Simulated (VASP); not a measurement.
# PbS (Cmcm) in VASP: further runs

Runs on PbS. Level: LDA. Tasks: single point.

Program: VASP 6.6.1. These are calculated values, not measurements. Logs are shortened: lines on timing, memory, paths and dates and some standing lists are left out, and cuts for length are marked.

## Step 1: The cell of the first run

The structure is orthorhombic, space group Cmcm (No. 63). Conventional cell: a = 3.986 Å, b = 11.483 Å, c = 4.101 Å, α = 90.00°, β = 90.00°, γ = 90.00°. Pb (site symmetry m2m) has 5 S at 2.57 to 2.86 Å within 3.4 Å. Within 3.4 Å of S (site symmetry m2m) lie 5 Pb at 2.57 to 2.86 Å.

## Step 2: Single point, LDA

Contents of INCAR:

```
SYSTEM = PbS
PREC = Accurate ; ENCUT = 520
EDIFF = 1E-6 ; ISMEAR = 0
SIGMA = 0.01 ; LREAL = .FALSE.
LASPH = .TRUE. ; NELM = 80
ALGO = Normal ; ISIF = 2
LWAVE = .FALSE. ; LCHARG = .TRUE.
GGA = CA ; LELF = .TRUE.
LVHAR = .TRUE. ; NBANDS = 28
```

Contents of KPOINTS:

```
Automatic mesh
0
G
  6 6 6
  0 0 0
```

Contents of POSCAR:

```
PbS
1.0
    1.9931827463     -5.7413667579      0.0000000000
    1.9931827463      5.7413667579      0.0000000000
    0.0000000000      0.0000000000      4.1008037645
Pb S
2 2
Direct
    0.8694400000      0.1305600000      0.7500000000
    0.1305600000      0.8694400000      0.2500000000
    0.6452000000      0.3548000000      0.7500000000
    0.3548000000      0.6452000000      0.2500000000
```

Potentials or basis: VASP PAW LDA potentials, release 64 (Pb_d, S).

Command:

```sh
cat potpaw_LDA.64/Pb_d/POTCAR potpaw_LDA.64/S/POTCAR > POTCAR
mpirun -np 1 vasp_std > vasp.out
```

OUTCAR:

```text
SYSTEM = PbS
   PREC = Accurate
   ENCUT = 520
   EDIFF = 1E-6
   ISMEAR = 0
   LREAL = .FALSE.
   LASPH = .TRUE.
   NELM = 80
   ISIF = 2
   GGA = CA

 ion  position               nearest neighbor table
   1  0.869  0.131  0.750-   3 2.57   4 2.86   4 2.86   4 2.86   4 2.86   2 3.63   2 3.63   2 3.96
                             2 3.96   2 3.96   2 3.96
   2  0.131  0.869  0.250-   4 2.57   3 2.86   3 2.86   3 2.86   3 2.86   1 3.63   1 3.63   1 3.96
                             1 3.96   1 3.96   1 3.96
   3  0.645  0.355  0.750-   1 2.57   2 2.86   2 2.86   2 2.86   2 2.86
   4  0.355  0.645  0.250-   2 2.57   1 2.86   1 2.86   1 2.86   1 2.86

  LATTYP: Found a base centered orthorhombic cell.
 ALAT       =     3.9863654926
 B/A-ratio  =     2.8805019352
 C/A-ratio  =     1.0287074209

  Lattice vectors:

 A1 = (   1.9931827463,  -5.7413667579,   0.0000000000)
 A2 = (   1.9931827463,   5.7413667579,   0.0000000000)
 A3 = (   0.0000000000,   0.0000000000,   4.1008037645)

Analysis of symmetry for initial positions (statically):
=====================================================================
 Subroutine PRICEL returns:
 Original cell was already a primitive cell.

 Routine SETGRP: Setting up the symmetry group for a
 base centered orthorhombic supercell.

 Subroutine GETGRP returns: Found  8 space group operations
 (whereof  4 operations were pure point group operations)
 out of a pool of  8 trial point group operations.

The static configuration has the point symmetry C_2h.
 The point group associated with its full space group is D_2h.

Analysis of symmetry for dynamics (positions and initial velocities):
=====================================================================
 Subroutine PRICEL returns:
 Original cell was already a primitive cell.

 Routine SETGRP: Setting up the symmetry group for a
 base centered orthorhombic supercell.

 Subroutine GETGRP returns: Found  8 space group operations
 (whereof  4 operations were pure point group operations)
 out of a pool of  8 trial point group operations.

The dynamic configuration has the point symmetry C_2h.
 The point group associated with its full space group is D_2h.

 Subroutine INISYM returns: Found  8 space group operations
 (whereof  4 operations are pure point group operations),
 and found     1 'primitive' translations

----------------------------------------------------------------------------------------

                                     Primitive cell

  volume of cell :      93.8559

  direct lattice vectors                    reciprocal lattice vectors
     1.993182746 -5.741366758  0.000000000     0.250855071 -0.087087277  0.000000000
     1.993182746  5.741366758  0.000000000     0.250855071  0.087087277  0.000000000
     0.000000000  0.000000000  4.100803765     0.000000000  0.000000000  0.243854634

  length of vectors
     6.077505221  6.077505221  4.100803765     0.265541825  0.265541825  0.243854634

  position of ions in fractional coordinates (direct lattice)
     0.869440000  0.130560000  0.750000000
     0.130560000  0.869440000  0.250000000
     0.645200000  0.354800000  0.750000000
     0.354800000  0.645200000  0.250000000

  ion indices of the primitive-cell ions
   primitive index   ion index
                 1           1
                 2           2
                 3           3
                 4           4

----------------------------------------------------------------------------------------

 KPOINTS: Automatic mesh

Automatic generation of k-mesh.
 Grid dimensions read from file:
 generate k-points for:    6    6    6

 Generating k-lattice:

  Cartesian coordinates                     Fractional coordinates (reciprocal lattice)
     0.041809179 -0.014514546  0.000000000     0.166666667  0.000000000  0.000000000
     0.041809179  0.014514546  0.000000000     0.000000000  0.166666667  0.000000000
     0.000000000  0.000000000  0.040642439     0.000000000  0.000000000  0.166666667

  Length of vectors
     0.044256971  0.044256971  0.040642439

  Shift w.r.t. Gamma in fractional coordinates (k-lattice)
     0.000000000  0.000000000  0.000000000

 Subroutine IBZKPT returns following result:
 ===========================================

 Found     52 irreducible k-points:

 Following reciprocal coordinates:
            Coordinates               Weight
  0.000000  0.000000  0.000000      1.000000
  0.166667  0.000000  0.000000      4.000000
  0.333333  0.000000  0.000000      4.000000
  0.500000  0.000000  0.000000      2.000000
  0.166667  0.166667  0.000000      2.000000
  0.333333  0.166667  0.000000      4.000000
[... 16 lines left out ...]
  0.333333  0.333333  0.166667      4.000000
  0.500000  0.333333  0.166667      8.000000
 [... further k-points ...]
   k-points           NKPTS =     52   k-points in BZ     NKDIM =     52   number of bands    NBANDS=     28
   number of dos      NEDOS =    301   number of ions     NIONS =      4
   total plane-waves  NPLWV =  69120
   dimension x,y,z NGX =    48 NGY =   48 NGZ =   30
   dimension x,y,z NGXF=    96 NGYF=   96 NGZF=   60
   ions per type =               2   2
   NGX,Y,Z   is equivalent  to a cutoff of  13.13, 13.13, 12.16 a.u.
   NGXF,Y,Z  is equivalent  to a cutoff of  26.26, 26.26, 24.32 a.u.
 SYSTEM =  PbS
   PREC   = accura    normal or accurate (medium, high low for compatibility)
   ISTART =      0    job   : 0-new  1-cont  2-samecut
   ICHARG =      2    charge: 1-file 2-atom 10-const
   ISPIN  =      1    spin polarized calculation?
   LNONCOLLINEAR =      F non collinear calculations
   LSORBIT =      F    spin-orbit coupling
   LASPH  =      T    aspherical Exc in radial PAW
   ENCUT  =  520.0 eV  38.22 Ry    6.18 a.u.  11.30 11.30  7.62*2*pi/ulx,y,z
   NELM   =     80;   NELMIN=  2; NELMDL= -5     # of ELM steps
   EDIFF  = 0.1E-05   stopping-criterion for ELM
   LREAL  =      F    real-space projection
   EDIFFG = 0.1E-04   stopping-criterion for IOM
   NSW    =      0    number of steps for IOM
   IBRION =     -1    ionic relax: 0-MD 1-quasi-New 2-CG
   NFREE  =      0    steps in history (QN), initial steepest desc. (CG)
   ISIF   =      2    stress and relaxation
   ISYM   =      2    0-nonsym 1-usesym 2-fastsym
   POTIM  = 0.5000    time-step for ionic-motion
   TEBEG  =    0.0;   TEEND  =   0.0 temperature during run
   PSTRESS=    0.0 pullay stress
   NELECT =      40.0000    total number of electrons
   NUPDOWN=      -1.0000    fix difference up-down
   EMIN   =  10.00;   EMAX   =-10.00  energy-range for DOS
   EFERMI =   0.00;   METHOD = LEGACY
   ISMEAR =     0;   SIGMA  =   0.01  broadening in eV -4-tet -1-fermi 0-gaus
   EFERMI_NEDOS =   21; number of points for ismear=-14 and -15
   IALGO  =     38    algorithm
   IMIX   =      4    mixing-type and parameters
     AMIX     =   0.40;   BMIX     =  1.00
     AMIX_MAG =   1.60;   BMIX_MAG =  1.00
  volume/ion in A,a.u.               =      23.46       158.34
  Fermi-wavevector in a.u.,A,eV,Ry     =   1.231991  2.328126 20.650963  1.517803
  Thomas-Fermi vector in A             =   2.366779
   LORBIT       =      0    0 simple, 1 ext, 2 COOP (PROOUT), +10 PAW based schemes
   GGA     = CA    functional components
   LHFCALC =     F    Hartree Fock is set to
   AEXX    =    0.0000 exact exchange contribution
   IVDW    =     0    specifies the selected vdW correction
   LEPSILON=     F    determine dielectric tensor
   LRPA    =     F    only Hartree local field effects (RPA)
 non-spin polarized calculation
 Gauss-broadening in eV      SIGMA  =   0.01
  energy-cutoff  :      520.00
  volume of cell :       93.86
 maximum number of plane-waves:      2551
 NGX is ok and might be reduce to    48
   NGX = 23   NGY = 23   NGZ = 15

 number of electron      39.9999995 magnetization

 Free energy of the ion-electron system (eV)
  ---------------------------------------------------
  ext. energy  EPLUGINS =         0.00000000
  ---------------------------------------------------
  free energy    TOTEN  =       -19.76121350 eV

  energy without entropy =      -19.76121350  energy(sigma->0) =      -19.76121350

 E-fermi :   6.4605     XC(G=0): -10.5224

 val. band max:        6.4110107254   @ k =   0.5000   0.5000   0.3333
 cond. band min:       7.1586926021   @ k =   0.5000   0.5000   0.0000
 fundamental gap:      0.7476818767
 Fermi energy:         6.4605128575

 k-point     1 :       0.0000    0.0000    0.0000
  band No.  band energies     occupation
      1     -10.3291      2.00000
      2     -10.1149      2.00000
      3     -10.0933      2.00000
      4     -10.0897      2.00000
      5     -10.0437      2.00000
      6     -10.0380      2.00000
[... 20 lines left out ...]
     27      12.7741      0.00000
     28      13.1825      0.00000

 k-point     2 :       0.1667    0.0000    0.0000
  band No.  band energies     occupation
      1     -10.2983      2.00000
      2     -10.1072      2.00000
      3     -10.0914      2.00000
      4     -10.0698      2.00000
      5     -10.0529      2.00000
      6     -10.0445      2.00000
[... 20 lines left out ...]
     27      12.8317      0.00000
     28      13.6137      0.00000

 k-point     3 :       0.3333    0.0000    0.0000
  band No.  band energies     occupation
      1     -10.2281      2.00000
      2     -10.1139      2.00000
      3     -10.0964      2.00000
      4     -10.0834      2.00000
      5     -10.0517      2.00000
      6     -10.0388      2.00000
[... 20 lines left out ...]
     27      14.1253      0.00000
     28      14.1734      0.00000

 k-point     4 :       0.5000    0.0000    0.0000
  band No.  band energies     occupation
      1     -10.1645      2.00000
      2     -10.1521      2.00000
      3     -10.1012      2.00000
      4     -10.1008      2.00000
      5     -10.0568      2.00000
      6     -10.0352      2.00000
[... 578 lines left out ...]
     27      12.4967      0.00000
     28      13.9189      0.00000

 k-point    23 :       0.3333    0.3333    0.1667
  band No.  band energies     occupation
      1     -10.2296      2.00000
      2     -10.1523      2.00000
      3     -10.1002      2.00000
      4     -10.0702      2.00000
      5     -10.0507      2.00000
      6     -10.0399      2.00000
[... 20 lines left out ...]
     27      13.2121      0.00000
     28      14.1747      0.00000

 k-point    24 :       0.5000    0.3333    0.1667
  band No.  band energies     occupation
      1     -10.2673      2.00000
      2     -10.1104      2.00000
      3     -10.0826      2.00000
      4     -10.0671      2.00000
      5     -10.0445      2.00000
      6     -10.0415      2.00000
[... 20 lines left out ...]
     27      13.5446      0.00000
     28      14.2897      0.00000

 [... further k-points ...]

------------------------ aborting loop because EDIFF is reached ----------------------------------------

  FORCE on cell =-STRESS in cart. coord.  units (eV):
  Direction    XX          YY          ZZ          XY          YZ          ZX
  --------------------------------------------------------------------------------------
  -------------------------------------------------------------------------------------
  Total        2.7422975      2.9020096      2.5599042      0.0000000      0.0000000      0.0000000
  in kB       46.8127080     49.5390916     43.6991406      0.0000000      0.0000000      0.0000000
  external PRESSURE =      46.6836467 kB  Pullay stress =       0.0000000 kB

 VOLUME and BASIS-vectors are now :
 -----------------------------------------------------------------------------
  energy-cutoff  :      520.00
  volume of cell :       93.86
      direct lattice vectors                 reciprocal lattice vectors
     1.993182746 -5.741366758  0.000000000     0.250855071 -0.087087277  0.000000000
     1.993182746  5.741366758  0.000000000     0.250855071  0.087087277  0.000000000
     0.000000000  0.000000000  4.100803765     0.000000000  0.000000000  0.243854634

 POSITION                                       TOTAL-FORCE (eV/Angst)
 -----------------------------------------------------------------------------------
      1.99318     -4.24218      3.07560         0.000000     -0.787110      0.000000
      1.99318      4.24218      1.02520         0.000000      0.787110      0.000000
      1.99318     -1.66729      3.07560         0.000000      0.527653      0.000000
      1.99318      1.66729      1.02520         0.000000     -0.527653      0.000000
 -----------------------------------------------------------------------------------
    total drift:                                0.000000     -0.000000      0.000000

  FREE ENERGIE OF THE ION-ELECTRON SYSTEM (eV)
  ---------------------------------------------------
  free  energy   TOTEN  =       -19.7612134975 eV

  energy  without entropy=      -19.7612134975  energy(sigma->0) =      -19.76121350
```

It used 120 s of CPU time on 1 thread of AMD EPYC 7R13 Processor (Zen 3), on a shared host.

Results:

* Free energy: -19.7612 eV
* Pressure: 4.7 GPa
* Largest force: 0.787 eV/Å
* Band gap on the k mesh: 0.75 eV, indirect (least direct gap 1.08 eV)

Forces in eV/Å, atoms in the order of the input:
```
Pb   0.000 -0.787  0.000
Pb   0.000  0.787  0.000
S    0.000  0.528  0.000
S    0.000 -0.528  0.000
```

Levels at points of the mesh, in eV from the valence-band top:
| k point | band 16 | band 17 | band 18 | band 19 | band 20 | band 21 | band 22 | band 23 | band 24 | band 25 |
| --- | --- | --- | --- | --- | --- | --- | --- | --- | --- | --- |
| (0.00, 0.00, 0.00) | -3.80 | -3.14 | -2.29 | -2.07 | -0.78 | 4.13 | 4.75 | 4.92 | 5.87 | 6.04 |
| (0.50, 0.00, 0.00) | -2.69 | -1.87 | -1.67 | -0.63 | -0.41 | 1.53 | 1.56 | 1.88 | 2.89 | 3.06 |
| (0.50, 0.50, 0.00) | -3.42 | -2.54 | -2.33 | -1.88 | -0.75 | 0.75 | 4.18 | 4.47 | 4.89 | 5.78 |
| (0.00, 0.00, 0.50) | -3.55 | -1.59 | -1.59 | -0.18 | -0.18 | 1.50 | 1.50 | 2.44 | 2.44 | 5.19 |
| (0.50, 0.00, 0.50) | -5.37 | -4.03 | -4.03 | -1.92 | -1.92 | 3.20 | 3.20 | 5.40 | 5.40 | 6.41 |
| (0.50, 0.50, 0.50) | -1.73 | -1.68 | -1.68 | -0.75 | -0.75 | 1.79 | 1.79 | 2.99 | 2.99 | 3.17 |

Caveat: spin-orbit coupling is left out, which moves the levels of the heavy elements. A k mesh can miss the band edges.

## Step 3: Single point, LDA

This run uses another cell than the first one, of 24.53 Å³/atom, 1.045 times its volume.

Contents of INCAR:

```
SYSTEM = PbS
ALGO = Normal
EDIFF = 1E-6
ENCUT = 520
GGA = CA
ISIF = 2
ISMEAR = 0
LASPH = .True.
LCHARG = .True.
LELF = .True.
LREAL = .False.
LVHAR = .True.
LWAVE = .False.
NBANDS = 28
NELM = 60
PREC = Accurate
SIGMA = 0.01
```

Contents of KPOINTS:

```
k-points
0
Gamma
  6 6 6
  0 0 0
```

Contents of POSCAR:

```
PbS
1.0
    2.0229361291     -5.8270714345      0.0000000000
    2.0229361291      5.8270714345      0.0000000000
    0.0000000000      0.0000000000      4.1620188158
Pb S
2 2
Direct
    0.8694400000      0.1305600000      0.7500000000
    0.1305600000      0.8694400000      0.2500000000
    0.6452000000      0.3548000000      0.7500000000
    0.3548000000      0.6452000000      0.2500000000
```

Potentials or basis: VASP PAW LDA potentials, release 64 (Pb_d, S).

Command:

```sh
cat potpaw_LDA.64/Pb_d/POTCAR potpaw_LDA.64/S/POTCAR > POTCAR
mpirun -np 1 vasp_std > vasp.out
```

Wall time 3.1 min (1 thread of AMD EPYC 7R13 (Zen 3), shared host); peak memory 0.25 GiB.

Results (log left out):

- Free energy: -19.8413 eV
- Pressure: 1.3 GPa
- Largest force: 0.448 eV/Å
- Band gap on the k mesh: 0.87 eV, indirect (least direct gap 1.15 eV)

Forces in eV/Å, atoms in the order of the input:
```
Pb   0.000 -0.448  0.000
Pb   0.000  0.448  0.000
S    0.000  0.305  0.000
S    0.000 -0.305  0.000
```

Stress tensor (GPa, compression positive):
```
1.30 0.00 0.00
0.00 1.68 0.00
0.00 0.00 1.00
```

Levels at points of the mesh, in eV from the valence-band top:
```tsv
k point	band 16	band 17	band 18	band 19	band 20	band 21	band 22	band 23	band 24	band 25
(0.00, 0.00, 0.00)	-3.48	-2.85	-2.04	-1.83	-0.65	4.33	4.72	4.89	5.75	5.95
(0.50, 0.00, 0.00)	-2.43	-1.66	-1.47	-0.52	-0.38	1.61	1.63	1.98	2.97	3.01
(0.50, 0.50, 0.00)	-3.11	-2.28	-2.18	-1.65	-0.63	0.87	4.40	4.45	4.90	5.67
(0.00, 0.00, 0.50)	-3.24	-1.39	-1.39	-0.14	-0.14	1.59	1.59	2.55	2.55	5.11
(0.50, 0.00, 0.50)	-4.98	-3.69	-3.69	-1.73	-1.73	3.27	3.27	5.34	5.34	6.38
(0.50, 0.50, 0.50)	-1.52	-1.49	-1.49	-0.65	-0.65	1.73	1.73	3.05	3.05	3.27
```

Caveat: spin-orbit coupling is left out, which moves the levels of the heavy elements.

## Step 4: Single point, LDA

This run uses another cell than the first one, of 25.60 Å³/atom, 1.091 times its volume.

Contents of INCAR:

```
SYSTEM = PbS
ALGO = Normal
EDIFF = 1E-6
ENCUT = 520
GGA = CA
ISIF = 2
ISMEAR = 0
LASPH = .TRUE.
LCHARG = .FALSE.
LREAL = .FALSE.
LWAVE = .FALSE.
NBANDS = 28
NELM = 60
PREC = Accurate
SIGMA = 0.01
```

Contents of KPOINTS:

```
k-points
0
G
  6 6 6
  0 0 0
```

Contents of POSCAR:

```
PbS
1.0
    2.0518391216     -5.9103265604      0.0000000000
    2.0518391216      5.9103265604      0.0000000000
    0.0000000000      0.0000000000      4.2214842616
Pb S
2 2
Direct
    0.8694400000      0.1305600000      0.7500000000
    0.1305600000      0.8694400000      0.2500000000
    0.6452000000      0.3548000000      0.7500000000
    0.3548000000      0.6452000000      0.2500000000
```

Command:

```sh
cat potpaw_LDA.64/Pb_d/POTCAR potpaw_LDA.64/S/POTCAR > POTCAR
mpirun -np 1 vasp_std > vasp.out
```

It took 2.7 min on 1 thread of AMD EPYC 7R13 (Zen 3), shared host; peak memory 0.25 GiB.

It converged, with:

```yaml
Free_energy: -19.8413 eV
Pressure: -1.4 GPa
Largest_force: 0.154 eV/Å
Band_gap_on_the_k_mesh: 0.98 eV, indirect (least direct gap 1.22 eV)
```

Forces on the atoms (eV/Å):
```
Pb   0.000 -0.154  0.000
Pb   0.000  0.154  0.000
S    0.000  0.115  0.000
S    0.000 -0.115  0.000
```

Stress tensor (GPa, compression positive):
```
-1.43  0.00  0.00
 0.00 -0.96  0.00
 0.00  0.00 -1.71
```

Levels at points of the mesh, in eV from the valence-band top:
| k point | band 16 | band 17 | band 18 | band 19 | band 20 | band 21 | band 22 | band 23 | band 24 | band 25 |
| --- | --- | --- | --- | --- | --- | --- | --- | --- | --- | --- |
| (0.00, 0.00, 0.00) | -3.18 | -2.58 | -1.81 | -1.62 | -0.54 | 4.50 | 4.67 | 4.85 | 5.63 | 5.84 |
| (0.50, 0.00, 0.00) | -2.20 | -1.47 | -1.28 | -0.42 | -0.36 | 1.66 | 1.72 | 2.08 | 2.96 | 3.04 |
| (0.50, 0.50, 0.00) | -2.84 | -2.04 | -2.04 | -1.44 | -0.52 | 0.98 | 4.42 | 4.58 | 4.89 | 5.56 |
| (0.00, 0.00, 0.50) | -2.97 | -1.22 | -1.22 | -0.11 | -0.11 | 1.67 | 1.67 | 2.63 | 2.63 | 5.02 |
| (0.50, 0.00, 0.50) | -4.62 | -3.38 | -3.38 | -1.56 | -1.56 | 3.31 | 3.31 | 5.27 | 5.27 | 6.34 |
| (0.50, 0.50, 0.50) | -1.33 | -1.32 | -1.32 | -0.55 | -0.55 | 1.68 | 1.68 | 3.09 | 3.09 | 3.35 |

Caveat: spin-orbit coupling is left out, which moves the levels of the heavy elements. A k mesh can miss the band edges.

(Continued in part 2 of 2.)
